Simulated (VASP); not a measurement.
# CsCl: dielectric tensor with r2SCAN

CsCl:

```
CELL_PARAMETERS angstrom
4.13683 0.00000 0.00000
0.00000 4.13683 0.00000
0.00000 0.00000 4.13683
ATOMIC_POSITIONS crystal
Cs 0.00000 0.00000 0.00000
Cl 0.50000 0.50000 0.50000
```

* Program: VASP 6.6.1
* Task: dielectric tensor
* Functional: r2SCAN
* Potentials or basis: VASP PAW PBE potentials, release 64 (Cs_sv, Cl)
* Cutoff: 440 eV
* k mesh: 6 × 6 × 6
* Occupations: gaussian, width 0.01 eV
* Spin: no spin polarisation
* Dipole correction: no
* Further INCAR settings: ALGO = Normal; EDIFF = 1e-08

```yaml
Band_gap_on_the_k_mesh: 5.91 eV
Electronic_dielectric_tensor_diagonal: 2.70
Born_charges_mean_of_the_diagonal: Cs +1.26; Cl -1.26 e
```

Levels at points of the mesh, in eV from the valence-band top:
```
           k point  band 4  band 5  band 6  band 7  band 8  band 9  band 10  band 11  band 12
(0.00, 0.00, 0.00)   -6.02   -6.02    0.00    0.00    0.00    5.91     5.91     6.01    10.71
(0.50, 0.00, 0.00)   -5.88   -5.88   -1.13   -0.23   -0.23    6.94     8.26     9.59     9.89
(0.50, 0.50, 0.00)   -6.78   -5.79   -0.43   -0.43   -0.06    6.55     6.64     8.62     8.62
(0.50, 0.50, 0.50)   -6.54   -6.54   -1.08   -1.08   -1.08    9.14     9.14     9.14    11.26
```

Electronic dielectric tensor:
```
2.70 0.00 0.00
0.00 2.70 0.00
0.00 0.00 2.70
```

Born effective charge tensors (e):
atom 1, Cs
```
1.26 0.00 0.00
0.00 1.26 0.00
0.00 0.00 1.26
```
atom 2, Cl
```
-1.26  0.00  0.00
 0.00 -1.26  0.00
 0.00  0.00 -1.26
```

Dipole moments of the cell (e·Å, modulo the quantum): ionic -14.479, -14.479, -14.479; electronic 0.000, 0.000, 0.007

It took 11 min on 1 thread of Intel(R) Xeon(R) Platinum 8488C (Sapphire Rapids) (shared host), peak memory 0.26 GiB.

Caveat: spin-orbit coupling is left out, which moves the levels of the heavy elements. A k mesh can miss the band edges.
